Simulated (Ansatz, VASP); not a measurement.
**One calculation of Si4F, two programs**

```
CELL_PARAMETERS angstrom
-2.74572 2.74572 2.74572
2.74572 -2.74572 2.74572
2.74572 2.74572 -2.74572
ATOMIC_POSITIONS crystal
Si 0.50000 0.50000 0.50000
Si 0.50000 0.00000 0.00000
Si 0.00000 0.00000 0.50000
Si 0.00000 0.50000 0.00000
F 0.00000 0.00000 0.00000
```

Change from the starting cell: species swapped into the Hg4Pt type (Im-3m, No. 229).

Alike in both runs: functional PBE; k mesh 6 × 6 × 6; occupations gaussian, width 0.1 eV; no spin polarisation.

Ansatz relaxed the structure, and its values are those at the end. VASP's run is a single point on that final structure, the one shown.

|  | VASP | Ansatz |
| --- | --- | --- |
| version | VASP 6.6.1 | Ansatz 0.2.0 |
| potentials or method | VASP PAW PBE potentials, release 64 (Si, F), cutoff 520 eV | scalar-relativistic, plane waves, PAW |
| valence electrons in the cell | 23 | 23 |

```tsv
	VASP	Ansatz	Ansatz less VASP
gap on the k mesh at the Fermi level (eV)	none	none	-
pressure (GPa)	0.0	0.1	+0.08
```

A gap of «none» marks a metal or a gap that the smearing closes.
